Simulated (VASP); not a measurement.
# Au (Fm-3m) in VASP: notebook

Au is run at these levels: LDA, PBEsol+D3(BJ), RPBE; tasks: relaxation of cell and atoms, single point.

All numbers are computed with VASP 6.6.1; they aren't measurements. Logs are shortened: lines on timing, memory, paths and dates and some standing lists are left out, and cuts for length are marked.

## 1. The cell of the first run

The structure is cubic, space group Fm-3m (No. 225). Conventional cell: a = 4.070 Å, b = 4.070 Å, c = 4.070 Å, α = 90.00°, β = 90.00°, γ = 90.00°. Au (site symmetry m-3m) has 12 Au at 2.88 Å within 3.8 Å.

## 2. Relaxation of cell and atoms, LDA

The input, INCAR:

```
SYSTEM = Au
PREC     = Accurate       ! precision mode
ENCUT    = 600            ! plane-wave cutoff, eV
EDIFF    = 1E-7           ! SCF threshold, eV
ISMEAR   = -1             ! smearing method
SIGMA    = 0.05           ! smearing width, eV
LREAL    = .False.        ! projectors in reciprocal space
LASPH    = .True.         ! aspherical terms in the spheres
NELM     = 60             ! most SCF steps
ALGO     = Normal         ! electronic algorithm
ISIF     = 3              ! what is computed and relaxed
LWAVE    = .False.        ! write WAVECAR
LCHARG   = .False.        ! write CHGCAR
IBRION   = 2              ! ionic algorithm
NSW      = 80             ! ionic steps
EDIFFG   = -0.02          ! ionic threshold
```

The input, KPOINTS:

```
regular mesh
0
Gamma
  11 11 11
  0 0 0
```

The input, POSCAR:

```
Au
1.0
    0.0000000000      2.0350000000      2.0350000000
    2.0350000000      0.0000000000      2.0350000000
    2.0350000000      2.0350000000      0.0000000000
Au
1
Direct
    0.0000000000      0.0000000000      0.0000000000
```

Potentials or basis: VASP PAW LDA potentials, release 64 (Au).

Launch:

```sh
> cat potpaw_LDA.64/Au/POTCAR > POTCAR
> mpirun -np 1 vasp_std > vasp.out
```

OUTCAR:

```text
SYSTEM = Au
   PREC = Accurate
   ENCUT = 600
   EDIFF = 1E-7
   ISMEAR = -1
   LREAL = .False.
   LASPH = .True.
   NELM = 60
   ISIF = 3
   IBRION = 2
   NSW = 80
   EDIFFG = -0.02

 ion  position               nearest neighbor table
   1  0.000  0.000  0.000-

  LATTYP: Found a face centered cubic cell.
 ALAT       =     4.0700000000

  Lattice vectors:

 A1 = (   0.0000000000,   2.0350000000,   2.0350000000)
 A2 = (   2.0350000000,   0.0000000000,   2.0350000000)
 A3 = (   2.0350000000,   2.0350000000,   0.0000000000)

Analysis of symmetry for initial positions (statically):
=====================================================================
 Subroutine PRICEL returns:
 Original cell was already a primitive cell.

 Routine SETGRP: Setting up the symmetry group for a
 face centered cubic supercell.

 Subroutine GETGRP returns: Found 48 space group operations
[... 9 lines left out ...]

 Routine SETGRP: Setting up the symmetry group for a
 face centered cubic supercell.

 Subroutine GETGRP returns: Found 48 space group operations
[... 11 lines left out ...]
                                     Primitive cell

  volume of cell :      16.8548

  direct lattice vectors                    reciprocal lattice vectors
     0.000000000  2.035000000  2.035000000    -0.245700246  0.245700246  0.245700246
     2.035000000  0.000000000  2.035000000     0.245700246 -0.245700246  0.245700246
     2.035000000  2.035000000  0.000000000     0.245700246  0.245700246 -0.245700246

  length of vectors
     2.877924599  2.877924599  2.877924599     0.425565309  0.425565309  0.425565309

  position of ions in fractional coordinates (direct lattice)
     0.000000000  0.000000000  0.000000000

  ion indices of the primitive-cell ions
   primitive index   ion index
                 1           1

----------------------------------------------------------------------------------------

 KPOINTS: regular mesh

Automatic generation of k-mesh.
 Grid dimensions read from file:
 generate k-points for:   11   11   11

 Generating k-lattice:

  Cartesian coordinates                     Fractional coordinates (reciprocal lattice)
    -0.022336386  0.022336386  0.022336386     0.090909091  0.000000000  0.000000000
     0.022336386 -0.022336386  0.022336386     0.000000000  0.090909091  0.000000000
     0.022336386  0.022336386 -0.022336386     0.000000000  0.000000000  0.090909091

  Length of vectors
     0.038687755  0.038687755  0.038687755

  Shift w.r.t. Gamma in fractional coordinates (k-lattice)
     0.000000000  0.000000000  0.000000000

 Subroutine IBZKPT returns following result:
 ===========================================
[... 51 lines left out ...]
   NSW    =     80    number of steps for IOM
   IBRION =      2    ionic relax: 0-MD 1-quasi-New 2-CG
   NFREE  =      1    steps in history (QN), initial steepest desc. (CG)
   ISIF   =      3    stress and relaxation
   ISYM   =      2    0-nonsym 1-usesym 2-fastsym
   POTIM  = 0.5000    time-step for ionic-motion
   TEBEG  =    0.0;   TEEND  =   0.0 temperature during run
   PSTRESS=    0.0 pullay stress
   NELECT =      11.0000    total number of electrons
   NUPDOWN=      -1.0000    fix difference up-down
   EMIN   =  10.00;   EMAX   =-10.00  energy-range for DOS
[... 5 lines left out ...]
     AMIX     =   0.40;   BMIX     =  1.00
     AMIX_MAG =   1.60;   BMIX_MAG =  1.00
  volume/ion in A,a.u.               =      16.85       113.74
  Fermi-wavevector in a.u.,A,eV,Ry     =   1.420032  2.683470 27.436005  2.016489
  Thomas-Fermi vector in A             =   2.540990
   LORBIT       =      0    0 simple, 1 ext, 2 COOP (PROOUT), +10 PAW based schemes
   GGA     = CA    functional components
   LHFCALC =     F    Hartree Fock is set to
   AEXX    =    0.0000 exact exchange contribution
   IVDW    =     0    specifies the selected vdW correction
   LEPSILON=     F    determine dielectric tensor
   LRPA    =     F    only Hartree local field effects (RPA)
 conjugate gradient relaxation of ions
 non-spin polarized calculation
  energy-cutoff  :      600.00
  volume of cell :       16.85
 maximum number of plane-waves:       572
   NGX = 11   NGY = 11   NGZ = 11

--------------------------------------- Ionic step        1  -------------------------------------------

 number of electron      10.9999999 magnetization

 Free energy of the ion-electron system (eV)
  ---------------------------------------------------
  ext. energy  EPLUGINS =         0.00000000
  ---------------------------------------------------
  free energy    TOTEN  =        -4.45266967 eV

  energy without entropy =       -4.45131818  energy(sigma->0) =       -4.45199393

------------------------ aborting loop because EDIFF is reached ----------------------------------------

  FORCE on cell =-STRESS in cart. coord.  units (eV):
  Direction    XX          YY          ZZ          XY          YZ          ZX
  --------------------------------------------------------------------------------------
  -------------------------------------------------------------------------------------
  Total       -0.2670653     -0.2670653     -0.2670653      0.0000000      0.0000000     -0.0000000
  in kB      -25.3866133    -25.3866133    -25.3866133      0.0000000      0.0000000     -0.0000000
  external PRESSURE =     -25.3866133 kB  Pullay stress =       0.0000000 kB
[... 22 lines left out ...]
--------------------------------------- Ionic step        2  -------------------------------------------

 number of electron      11.0000000 magnetization

 E-fermi :  10.1291     XC(G=0): -13.2734

 val. band max:       10.0238232525   @ k =   0.4545   0.2727   0.0000
 cond. band min:      10.2051789602   @ k =  -0.4545   0.0909   0.0000
 fundamental gap:      0.1813557077
 Fermi energy:        10.1291420664

 k-point     1 :       0.0000    0.0000    0.0000
  band No.  band energies     occupation
      1      -0.3005      2.00000
      2       5.1653      2.00000
      3       5.1653      2.00000
      4       5.1653      2.00000
      5       6.8432      2.00000
      6       6.8432      2.00000
      7      24.5588      0.00000
      8      28.7999      0.00000
      9      28.7999      0.00000
[... 310 lines left out ...]
--------------------------------------- Ionic step        3  -------------------------------------------

 number of electron      10.9999999 magnetization

 Free energy of the ion-electron system (eV)
  ---------------------------------------------------
  ext. energy  EPLUGINS =         0.00000000
  ---------------------------------------------------
  free energy    TOTEN  =        -4.45450259 eV

  energy without entropy =       -4.45297387  energy(sigma->0) =       -4.45373823

 E-fermi :   9.6996     XC(G=0): -13.1251

 val. band max:        9.5658018330   @ k =   0.4545   0.2727   0.0000
 cond. band min:       9.7932556325   @ k =  -0.4545   0.0909   0.0000
 fundamental gap:      0.2274537996
 Fermi energy:         9.6996162854

 k-point     1 :       0.0000    0.0000    0.0000
  band No.  band energies     occupation
      1      -0.4706      2.00000
      2       4.8622      2.00000
      3       4.8622      2.00000
      4       4.8622      2.00000
      5       6.4674      2.00000
      6       6.4674      2.00000
      7      24.1575      0.00000
      8      28.2503      0.00000
      9      28.2503      0.00000
[... 304 lines left out ...]
  FREE ENERGIE OF THE ION-ELECTRON SYSTEM (eV)
  ---------------------------------------------------
  free  energy   TOTEN  =        -4.4545025894 eV

  energy  without entropy=       -4.4529738731  energy(sigma->0) =       -4.45373823

 reached required accuracy - stopping structural energy minimisation
```

It took 34 s on 1 thread of Intel Xeon 8259CL, shared host; peak memory 0.14 GiB.

What came out:

| Property | Result |
| --- | --- |
| Free energy | -4.4545 eV |
| Relaxed volume | 16.63 Å³/atom |
| Relaxed cell | a = 2.865 Å, b = 2.865 Å, c = 2.865 Å, α = 60.00°, β = 60.00°, γ = 60.00° |
| Space group after relaxing (to 0.05 Å) | Fm-3m (No. 225) |
| Energy gained by relaxing | 1.8 meV/atom |
| Ionic steps | 3 |
| Pressure after relaxing | 0.0 GPa |

Step by step:
```csv
step,energy change (eV),largest force (eV/Å),pressure (GPa),volume (Å³)
1,0.0000,0.0000,-2.54,16.85
2,0.0048,0.0000,5.26,16.21
3,-0.0018,0.0000,-0.02,16.63
```

Final structure:
```xyz
1
Lattice="0.0000 2.0259 2.0259 2.0259 0.0000 2.0259 2.0259 2.0259 0.0000" Properties=species:S:1:pos:R:3 pbc="T T T"
Au    0.0000    0.0000    0.0000
```

Levels at points of the mesh, in eV from the Fermi level:
| k point | band 4 | band 5 | band 6 | band 7 | band 8 | band 9 |
| --- | --- | --- | --- | --- | --- | --- |
| (0.00, 0.00, 0.00) | -4.84 | -3.23 | -3.23 | 14.46 | 18.55 | 18.55 |

Caveat: spin-orbit coupling is left out, which moves the levels of the heavy elements.

## 3. Single point, PBEsol+D3(BJ)

This run uses another cell than the first one, of 17.19 Å³/atom, 1.020 times its volume.

The input, INCAR:

```
PREC = Accurate ; ENCUT = 520
EDIFF = 1E-6 ; ISMEAR = -1
SIGMA = 0.05 ; LREAL = False
LASPH = True ; NELM = 80
ALGO = Normal ; ISIF = 2
LWAVE = False ; LCHARG = False
GGA = PS ; IVDW = 12
NBANDS = 12
```

The input, KPOINTS:

```
regular mesh
0
Gamma
  11 11 11
```

The input, POSCAR:

```
Au
1.0
    0.0000000000      2.0484772140      2.0484772140
    2.0484772140      0.0000000000      2.0484772140
    2.0484772140      2.0484772140      0.0000000000
Au
1
Direct
    0.0000000000      0.0000000000      0.0000000000
```

Potentials or basis: VASP PAW PBE potentials, release 64 (Au).

Launch:

```sh
> cat potpaw_PBE.64/Au/POTCAR > POTCAR
> mpirun -np 1 vasp_std > vasp.out
```

Wall time 11 s (1 thread of Intel Xeon 6975P-C, shared host); peak memory 0.15 GiB.

Results (log left out):

- Free energy: -4.5578 eV
- Pressure: -8.0 GPa
- Dispersion energy per atom: -0.626 eV

Levels at points of the mesh, in eV from the Fermi level:
```
           k point  band 3  band 4  band 5  band 6  band 7  band 8  band 9  band 10
(0.00, 0.00, 0.00)   -4.65   -4.65   -3.15   -3.15   14.49   18.43   18.43    18.43
```

Caveat: the PAW data sets were made with another functional, which shifts forces and pressure a little; spin-orbit coupling is left out, which moves the levels of the heavy elements; pairwise dispersion overbinds metals, which lowers pressure and volume.

## 4. Single point, RPBE

This run uses another cell than the first one, of 16.18 Å³/atom, 0.960 times its volume.

The input, INCAR:

```
SYSTEM = Au
ALGO = Fast ; EDIFF = 1E-7
ENCUT = 520 ; GGA = RP
ISIF = 2 ; ISMEAR = -1
LASPH = .TRUE. ; LCHARG = .FALSE.
LREAL = .FALSE. ; LWAVE = .FALSE.
NBANDS = 12 ; NELM = 60
PREC = Accurate ; SIGMA = 0.05
```

The input, KPOINTS:

```
k-points
0
G
  11 11 11
  0 0 0
```

The input, POSCAR:

```
Au
1.0
    0.0000000000      2.0074966285      2.0074966285
    2.0074966285      0.0000000000      2.0074966285
    2.0074966285      2.0074966285      0.0000000000
Au
1
Direct
    0.0000000000      0.0000000000      0.0000000000
```

Launch:

```sh
> cat potpaw_PBE.64/Au/POTCAR > POTCAR
> mpirun -np 1 vasp_std > vasp.out
```

It took 16 s on 1 thread of Intel Xeon 6975P-C, shared host; peak memory 0.15 GiB.

The run converged. Its results:

* Free energy: -2.4974 eV
* Pressure: 23.9 GPa

Levels at points of the mesh, in eV from the Fermi level:
```tsv
k point	band 4	band 5	band 6	band 7	band 8	band 9
(0.00, 0.00, 0.00)	-4.99	-3.34	-3.34	14.41	18.74	18.74
```

Caveat: the PAW data sets were made with another functional, which shifts forces and pressure a little; spin-orbit coupling is left out, which moves the levels of the heavy elements.

## 5. Summary

```csv
task,level,potentials or basis,cell,cutoff (eV),gap on the mesh (eV),pressure (GPa)
relaxation of cell and atoms,LDA,"VASP PAW LDA potentials, release 64 (Au)","relaxed from a = 2.878 Å, angles 60.0°, 1 atom",600,none,0.0
single point,PBEsol+D3(BJ),"VASP PAW PBE potentials, release 64 (Au)","a = 2.897 Å, angles 60.0°, 1 atom",520,none,-8.0
single point,RPBE,"VASP PAW PBE potentials, release 64 (Au)","a = 2.839 Å, angles 60.0°, 1 atom",520,none,23.9
```

Alike in all rows: no spin polarisation; k mesh 11 × 11 × 11; smearing fermi-dirac 0.05 eV.

Caveats: spin-orbit coupling is left out, which moves the levels of the heavy elements; the PAW data sets were made with another functional, which shifts forces and pressure a little (some runs); pairwise dispersion overbinds metals, which lowers pressure and volume (some runs).

Absolute energies hang on the potentials; compare differences alone.
